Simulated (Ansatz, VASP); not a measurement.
BN in VASP and in Ansatz

```
CELL_PARAMETERS angstrom
2.49824 0.00000 0.00000
-1.24912 2.16354 0.00000
0.00000 0.00000 6.63570
ATOMIC_POSITIONS crystal
B 0.33333 0.66667 0.25000
B 0.66667 0.33333 0.75000
N 0.33333 0.66667 0.75000
N 0.66667 0.33333 0.25000
```

Alike in both runs: task relaxation of cell and atoms; functional r2SCAN; k mesh 12 × 12 × 4; no spin polarisation.

|  | VASP | Ansatz |
| --- | --- | --- |
| version | VASP 6.6.1 | Ansatz 0.2.0 |
| potentials or method | VASP PAW PBE potentials, release 64 (B, N), cutoff 600 eV | plane waves, PAW |
| occupations | methfessel-paxton of order 1, width 0.05 eV | cold, width 0.05 eV |
| valence electrons in the cell | 16 | 16 |

VASP gave:

```
relaxed volume (Å³/atom)                                     : 9.28
relaxed cell length with the largest relative difference (Å) : 6.848
```

Task: What did Ansatz give for the same quantities?

Result: Relaxed volume (Å³/atom): 9.31; relaxed cell length with the largest relative difference (Å): 6.872.

VASP's potentials were made for PBE, not for r2SCAN.
